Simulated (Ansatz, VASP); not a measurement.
Two plane-wave programs on Fe3Pb

```
Fe Pb
1.0
     0.00000    3.07237    3.07237
     3.07237    0.00000    3.07237
     3.07237    3.07237    0.00000
Fe Pb
3 1
Direct
  0.25000 0.25000 0.25000
  0.75000 0.75000 0.75000
  0.50000 0.50000 0.50000
  0.00000 0.00000 0.00000
```

Alike in both runs: functional PBE; k mesh 12 × 12 × 12; occupations gaussian, width 0.1 eV; collinear spin.

Ansatz relaxed the structure, and its values are those at the end. VASP's run is a single point on that final structure, the one shown.

|  | VASP | Ansatz |
| --- | --- | --- |
| version | VASP 6.6.1 | Ansatz 0.2.0 |
| potentials or method | VASP PAW PBE potentials, release 64 (Fe, Pb_d), cutoff 520 eV | scalar-relativistic, plane waves, PAW |
| valence electrons in the cell | 38 | 62 |

|  | VASP | Ansatz | Ansatz less VASP |
| --- | --- | --- | --- |
| gap on the k mesh at the Fermi level (eV) | none | none | - |
| pressure (GPa) | 0.0 | 0.0 | +0.02 |
| net moment per atom (μB) | 1.74 | 1.74 | 0.000 |
| size of the moment on the site where the two differ most (μB) | 0.08 | 0.04 | -0.037 |

Site moments also hang on the region over which each program counts them. A gap of «none» marks a metal or a gap that the smearing closes. VASP's potentials hold 38 valence electrons a cell and Ansatz's 62, so a difference there can come from the potentials and not from the codes.

Spin-orbit coupling is off throughout.
